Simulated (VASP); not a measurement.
A run of VASP 6.6.1 is set up as follows.

Contents of POSCAR:

```
PbSe
1.0
    0.0000000000      3.3265566725      2.5947142045
    3.3265566725      0.0000000000      2.5947142045
    3.3265566725      3.3265566725      0.0000000000
Pb Se
1 1
Direct
    0.0000000000      0.0000000000      0.0000000000
    0.5000000000      0.5000000000      0.5000000000
```

File INCAR.step1:

```
SYSTEM = PbSe
PREC = Accurate
ENCUT = 520
ISMEAR = 0
SIGMA = 0.05
LREAL = .False.
LASPH = .True.
NELM = 80
NBANDS = 17
GGA = PE
ALGO = Normal
EDIFF = 1E-4
LWAVE = .True.
LCHARG = .False.
```

File INCAR.step2:

```
SYSTEM = PbSe
PREC = Accurate
ENCUT = 520
EDIFF = 1E-7
ISMEAR = 0
SIGMA = 0.05
LREAL = .False.
LASPH = .True.
NELM = 80
ALGO = Normal
ISIF = 2
LWAVE = .False.
LCHARG = .True.
METAGGA = R2SCAN
LMIXTAU = .True.
LELF = .True.
LVHAR = .True.
NBANDS = 17
ISTART = 1
```

Contents of KPOINTS:

```
regular mesh
0
Gamma
  10 10 10
  0 0 0
```

Potentials or basis: VASP PAW PBE potentials, release 64 (Pb_d, Se).

The run is started by

```bash
$ cat potpaw_PBE.64/Pb_d/POTCAR potpaw_PBE.64/Se/POTCAR > POTCAR
$ cp INCAR.step1 INCAR
$ mpirun -np 1 vasp_std > vasp.out
$ cp INCAR.step2 INCAR
$ mpirun -np 1 vasp_std > vasp.out
```

Question: Estimate the pressure.

Answer: 10.5 GPa.

Question: Estimate the band gap on the k mesh.

Answer: Zero (bands 10 and 11 overlap by 0.48 eV).

Stress tensor (GPa, compression positive):
```
-3.23  0.00  0.00
 0.00 -3.23  0.00
 0.00  0.00 37.97
```

Caveat: the cell stands under pressure; semilocal functionals underestimate gaps, so a narrow gap can read as zero; the PAW data sets were made with another functional, which shifts forces and pressure a little; spin-orbit coupling is left out, which moves the levels of the heavy elements.
